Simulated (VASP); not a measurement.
The system is CdSe.

```xyz
2
Lattice="0.0000 3.0831 3.0432 3.0831 0.0000 3.0432 3.0831 3.0831 0.0000" Properties=species:S:1:pos:R:3 pbc="T T T"
Cd    0.0000    0.0000    0.0000
Se    1.5416    1.5416    1.5216
```

This cell differs from its parent crystal: epitaxial xy strain +0.5%.

Base run:

```yaml
Program: VASP 6.6.1
Functional: r2SCAN
Potentials_or_basis: VASP PAW PBE potentials, release 64 (Cd, Se)
Cutoff: 520 eV
k_mesh: 8 × 8 × 8
Occupations: gaussian, width 0.01 eV
Spin: no spin polarisation
```

Its results: band gap on the k mesh 1.00 eV, direct; pressure 0.1 GPa.

Q: The run is repeated on the same cell with these changes: functional from r2SCAN to PBE; cutoff from 520 eV to 500 eV; k mesh from 8 × 8 × 8 to 4 × 4 × 4. What comes out?

A: Band gap on the k mesh 0.51 eV, direct; pressure 1.8 GPa.

Several settings changed at once, so the effect can't be laid on one alone.

Caveats: some runs use coarse meshes; the PAW data sets were made with another functional, which shifts forces and pressure a little (some runs).

